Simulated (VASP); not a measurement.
# LuBRh3 in VASP: a series of runs

Runs on LuBRh3. Level: PBE. Tasks: single point.

Program: VASP 6.6.1. These are calculated values, not measurements. Logs are shortened: lines on timing, memory, paths and dates and some standing lists are left out, and cuts for length are marked.

## (1) The cell of the first run

The cell holds a disordered packing, 5 atoms: a = 4.029 Å, b = 4.210 Å, c = 4.762 Å, α = 94.77°, β = 107.20°, γ = 80.76°.

## (2) Single point, PBE

Input file INCAR:

```
SYSTEM = LuBRh3
ALGO     = Normal         ! electronic algorithm
EDIFF    = 1E-6           ! SCF threshold, eV
ENCUT    = 520            ! plane-wave cutoff, eV
GGA      = PE             ! functional
ISIF     = 2              ! what is computed and relaxed
ISMEAR   = 1              ! smearing method
LASPH    = .TRUE.         ! aspherical terms in the spheres
LCHARG   = .FALSE.        ! write CHGCAR
LREAL    = .FALSE.        ! projectors in reciprocal space
LWAVE    = .FALSE.        ! write WAVECAR
NBANDS   = 44             ! bands
NELM     = 80             ! most SCF steps
PREC     = Accurate       ! precision mode
SIGMA    = 0.15           ! smearing width, eV
```

Input file KPOINTS:

```
k-points
0
G
  4 4 3
  0 0 0
```

Input file POSCAR:

```
LuBRh3
1.0
    3.9929100000      0.1482050000     -0.5178980000
    0.4684640000      4.1591900000     -0.4546150000
   -0.8203210000      0.2041270000      4.6863570000
Rh B Lu
3 1 1
Direct
    0.8514018659      0.1361101569      0.3432470131
    0.3578626078      0.7363384294      0.2829980354
    0.4007495385      0.0311586003      0.8657275900
    0.2383939922      0.4265019165      0.5689218599
    0.8340462598      0.4676855825      0.8640453066
```

Potentials or basis: VASP PAW PBE potentials, release 64 (Rh_pv, B, Lu).

Run with:

```console
$ cat potpaw_PBE.64/Rh_pv/POTCAR potpaw_PBE.64/B/POTCAR potpaw_PBE.64/Lu/POTCAR > POTCAR
$ mpirun -np 1 vasp_std > vasp.out
```

OUTCAR:

```text
SYSTEM = LuBRh3
   EDIFF = 1E-6
   ENCUT = 520
   GGA = PE
   ISIF = 2
   ISMEAR = 1
   LASPH = .TRUE.
   LREAL = .FALSE.
   NELM = 80
   PREC = Accurate

 ion  position               nearest neighbor table
   1  0.851  0.136  0.343-   4 2.12   2 2.50   3 2.51   2 2.74   5 2.75   5 2.76   3 2.81   2 2.93
                             5 3.47
   2  0.358  0.736  0.283-   4 2.16   3 2.49   1 2.50   1 2.74   5 2.76   3 2.91   1 2.93   5 3.05
                             5 3.18
   3  0.401  0.031  0.866-   4 2.17   2 2.49   1 2.51   5 2.69   5 2.71   5 2.73   1 2.81   2 2.91
                             5 3.54
   4  0.238  0.427  0.569-   1 2.12   2 2.16   3 2.17   5 2.42   5 2.43
   5  0.834  0.468  0.864-   4 2.42   4 2.43   3 2.69   3 2.71   3 2.73   1 2.75   1 2.76   2 2.76
                             2 3.05   2 3.18   1 3.47   3 3.54

  LATTYP: Found a triclinic cell.
 ALAT       =     9.7076787352
 B/A-ratio  =     0.4336882566
 C/A-ratio  =     0.9455207159
 COS(alpha) =     0.0157634872
 COS(beta)  =     0.5138670257
 COS(gamma) =     0.8415236580

  Lattice vectors:

 A1 = (  -2.2356610000,   7.9660480000,  -5.0776890000)
 A2 = (   0.4684640000,   4.1591900000,  -0.4546150000)
 A3 = (  -2.3522680000,  -0.5564590000,  -8.8548160000)

Analysis of symmetry for initial positions (statically):
=====================================================================
 Subroutine PRICEL returns:
 Original cell was already a primitive cell.

 Routine SETGRP: Setting up the symmetry group for a
 triclinic supercell.

 Subroutine GETGRP returns: Found  1 space group operations
 (whereof  1 operations were pure point group operations)
 out of a pool of  2 trial point group operations.

The static configuration has the point symmetry C_1 .

Analysis of symmetry for dynamics (positions and initial velocities):
=====================================================================
 Subroutine PRICEL returns:
 Original cell was already a primitive cell.

 Routine SETGRP: Setting up the symmetry group for a
 triclinic supercell.

 Subroutine GETGRP returns: Found  1 space group operations
 (whereof  1 operations were pure point group operations)
 out of a pool of  2 trial point group operations.

The dynamic configuration has the point symmetry C_1 .

 Subroutine INISYM returns: Found  1 space group operations
 (whereof  1 operations are pure point group operations),
[... 102 lines left out ...]
   EDIFF  = 0.1E-05   stopping-criterion for ELM
   LREAL  =      F    real-space projection
   EDIFFG = 0.1E-04   stopping-criterion for IOM
   NSW    =      0    number of steps for IOM
   IBRION =     -1    ionic relax: 0-MD 1-quasi-New 2-CG
   NFREE  =      0    steps in history (QN), initial steepest desc. (CG)
   ISIF   =      2    stress and relaxation
   ISYM   =      2    0-nonsym 1-usesym 2-fastsym
   POTIM  = 0.5000    time-step for ionic-motion
   TEBEG  =    0.0;   TEEND  =   0.0 temperature during run
   PSTRESS=    0.0 pullay stress
   NELECT =      73.0000    total number of electrons
   NUPDOWN=      -1.0000    fix difference up-down
   EMIN   =  10.00;   EMAX   =-10.00  energy-range for DOS
   EFERMI =   0.00;   METHOD = LEGACY
   ISMEAR =     1;   SIGMA  =   0.15  broadening in eV -4-tet -1-fermi 0-gaus
   EFERMI_NEDOS =   21; number of points for ismear=-14 and -15
   IALGO  =     38    algorithm
   IMIX   =      4    mixing-type and parameters
     AMIX     =   0.40;   BMIX     =  1.00
     AMIX_MAG =   1.60;   BMIX_MAG =  1.00
  volume/ion in A,a.u.               =      15.22       102.73
  Fermi-wavevector in a.u.,A,eV,Ry     =   1.614479  3.050922 35.464150  2.606542
  Thomas-Fermi vector in A             =   2.709381
   LORBIT       =      0    0 simple, 1 ext, 2 COOP (PROOUT), +10 PAW based schemes
   GGA     = PE    functional components
   LHFCALC =     F    Hartree Fock is set to
   AEXX    =    0.0000 exact exchange contribution
   IVDW    =     0    specifies the selected vdW correction
   LEPSILON=     F    determine dielectric tensor
   LRPA    =     F    only Hartree local field effects (RPA)
 non-spin polarized calculation
 Methfessel and Paxton  Order N= 1 SIGMA  =   0.15
  energy-cutoff  :      520.00
  volume of cell :       76.11
 maximum number of plane-waves:      2066
 NGX is ok and might be reduce to    30
   NGX = 15   NGY = 15   NGZ = 17

 number of electron      73.0000007 magnetization

 Free energy of the ion-electron system (eV)
  ---------------------------------------------------
  ext. energy  EPLUGINS =         0.00000000
  ---------------------------------------------------
  free energy    TOTEN  =       -32.94373265 eV

  energy without entropy =      -32.94516315  energy(sigma->0) =      -32.94420948

 E-fermi :   7.3689     XC(G=0): -12.6562

 val. band max:        7.3240222317   @ k =   0.5000   0.0000   0.3333
 cond. band min:       7.3689520729   @ k =   0.5000   0.5000   0.0000
 fundamental gap:      0.0449298412
 Fermi energy:         7.3689119734

 k-point     1 :       0.0000    0.0000    0.0000
  band No.  band energies     occupation
      1     -47.8029      2.00000
      2     -39.1519      2.00000
      3     -38.8972      2.00000
      4     -38.8177      2.00000
      5     -38.7850      2.00000
      6     -38.6034      2.00000
[... 1117 lines left out ...]
     43      12.5011      0.00000
     44      13.4820      0.00000

 [... further k-points ...]

------------------------ aborting loop because EDIFF is reached ----------------------------------------

  FORCE on cell =-STRESS in cart. coord.  units (eV):
  Direction    XX          YY          ZZ          XY          YZ          ZX
  --------------------------------------------------------------------------------------
  -------------------------------------------------------------------------------------
  Total        6.8205152     -0.9188201      3.4677210     -2.3091142      0.6232337     -0.1781135
  in kB      143.5745227    -19.3415248     72.9968875    -48.6077612     13.1193147     -3.7493586
  external PRESSURE =      65.7432951 kB  Pullay stress =       0.0000000 kB

 VOLUME and BASIS-vectors are now :
 -----------------------------------------------------------------------------
  energy-cutoff  :      520.00
  volume of cell :       76.11
      direct lattice vectors                 reciprocal lattice vectors
     3.992910000  0.148205000 -0.517898000     0.257309917 -0.023944593  0.046083657
     0.468464000  4.159190000 -0.454615000    -0.010514289  0.240270588 -0.012306106
    -0.820321000  0.204127000  4.686357000     0.027415824  0.020662053  0.217284362

 POSITION                                       TOTAL-FORCE (eV/Angst)
 -----------------------------------------------------------------------------------
      3.18176      0.76236      1.10576        -0.168436      0.416864      1.171165
      1.54171      3.17338      0.80614         0.287014     -1.052263      2.242769
      0.90458      0.36571      3.83540        -0.830133      0.237834     -2.399895
      0.68499      1.92537      2.34881         0.398131     -0.772021     -2.265431
      2.84057      2.24518      3.40466         0.313424      1.169586      1.251391
 -----------------------------------------------------------------------------------
    total drift:                               -0.000200      0.000505     -0.000753

  FREE ENERGIE OF THE ION-ELECTRON SYSTEM (eV)
  ---------------------------------------------------
  free  energy   TOTEN  =       -32.9437326476 eV

  energy  without entropy=      -32.9451631495  energy(sigma->0) =      -32.94420948
```

stdout:

```text
POSCAR found type information on POSCAR RhB Lu
 POSCAR found :  3 types and       5 ions
 scaLAPACK will be used
 LDA part: xc-table for (Slater+PW92), standard interpolation
 POSCAR, INCAR and KPOINTS ok, starting setup
 FFT: planning ... GRIDC
 FFT: planning ... GRID_SOFT
 FFT: planning ... GRID
 WAVECAR not read
 entering main loop
```

Run time: 62 s. Hardware: 1 thread of AMD EPYC 9R45 (Zen 5), shared host; peak memory 0.21 GiB.

What came out:

```yaml
Free_energy: -32.9437 eV
Pressure: 6.6 GPa
Largest_force: 2.551 eV/Å
Band_gap_on_the_k_mesh: zero (an odd number of electrons rules out a gap without spin polarisation)
```

Forces on the atoms (eV/Å):
```
Rh  -0.168  0.417  1.171
Rh   0.287 -1.052  2.243
Rh  -0.830  0.238 -2.400
B    0.398 -0.772 -2.265
Lu   0.313  1.170  1.251
```

Levels at points of the mesh, in eV from the Fermi level:
| k point | band 33 | band 34 | band 35 | band 36 | band 37 | band 38 | band 39 | band 40 |
| --- | --- | --- | --- | --- | --- | --- | --- | --- |
| (0.00, 0.00, 0.00) | -0.86 | -0.55 | -0.39 | -0.27 | 0.22 | 1.54 | 1.71 | 2.73 |
| (0.50, 0.00, 0.00) | -1.29 | -1.22 | -0.94 | -0.92 | -0.21 | 0.60 | 1.44 | 2.21 |
| (0.00, 0.50, 0.00) | -1.35 | -1.05 | -0.70 | -0.45 | -0.29 | 0.88 | 1.34 | 1.47 |
| (0.50, 0.50, 0.00) | -1.68 | -1.18 | -0.93 | -0.52 | 0.00 | 0.28 | 1.06 | 2.74 |

Caveat: the k points lie up to 0.46 Å⁻¹ apart, too coarse for converged energies and pressures of a metal; spin-orbit coupling is left out, which moves the levels of the heavy elements.

## (3) Single point, PBE

Input file INCAR:

```
  ALGO = Normal
  EDIFF = 1E-6
  ENCUT = 520
  GGA = PE
  ISIF = 2
  ISMEAR = 1
  LASPH = T
  LCHARG = F
  LREAL = F
  LWAVE = F
  NBANDS = 44
  NELM = 100
  PREC = Accurate
  SIGMA = 0.15
```

Input file KPOINTS:

```
k-points
0
Gamma
  4 4 3
```

Input file POSCAR:

```
LuBRh3
1.0
    3.9929100000      0.1482050000     -0.5178980000
    0.4684640000      4.1591900000     -0.4546150000
   -0.8203210000      0.2041270000      4.6863570000
Rh B Lu
3 1 1
Direct
    0.8531175406      0.1372823998      0.3461576884
    0.3607443196      0.7354629530      0.2849732216
    0.3964369213      0.0330896813      0.8615508708
    0.2387319767      0.4121261610      0.5433221472
    0.8338576643      0.4672636815      0.8652098624
```

Potentials or basis: VASP PAW PBE potentials, release 64 (Rh_pv, B, Lu).

Run with:

```console
$ cat potpaw_PBE.64/Rh_pv/POTCAR potpaw_PBE.64/B/POTCAR potpaw_PBE.64/Lu/POTCAR > POTCAR
$ mpirun -np 1 vasp_std > vasp.out
```

Run time: 62 s. Hardware: 1 thread of AMD EPYC 9R45 (Zen 5), shared host; peak memory 0.21 GiB.

It converged, with:

```yaml
Free_energy: -33.3116 eV
Pressure: 6.5 GPa
Largest_force: 2.186 eV/Å
Band_gap_on_the_k_mesh: zero (an odd number of electrons rules out a gap without spin polarisation)
```

Forces in eV/Å, atoms in the order of the input:
```
Rh  -0.654  0.125  0.861
Rh   0.331 -0.945  1.943
Rh  -0.485  0.255 -2.059
B    0.411 -0.683 -1.675
Lu   0.397  1.249  0.930
```

Stress tensor (GPa, compression positive):
```
12.87 -3.68  0.63
-3.68  0.09  1.57
 0.63  1.57  6.47
```

Levels at points of the mesh, in eV from the Fermi level:
```tsv
k point	band 33	band 34	band 35	band 36	band 37	band 38	band 39	band 40
(0.00, 0.00, 0.00)	-0.88	-0.51	-0.39	-0.33	0.21	1.79	1.91	2.77
(0.50, 0.00, 0.00)	-1.28	-1.23	-1.02	-0.90	-0.24	0.60	1.53	2.40
(0.00, 0.50, 0.00)	-1.40	-1.04	-0.75	-0.48	-0.32	0.90	1.59	1.64
(0.50, 0.50, 0.00)	-1.66	-1.19	-0.96	-0.52	-0.01	0.22	1.17	2.77
```

Caveat: the k points lie up to 0.46 Å⁻¹ apart, too coarse for converged energies and pressures of a metal; spin-orbit coupling is left out, which moves the levels of the heavy elements.
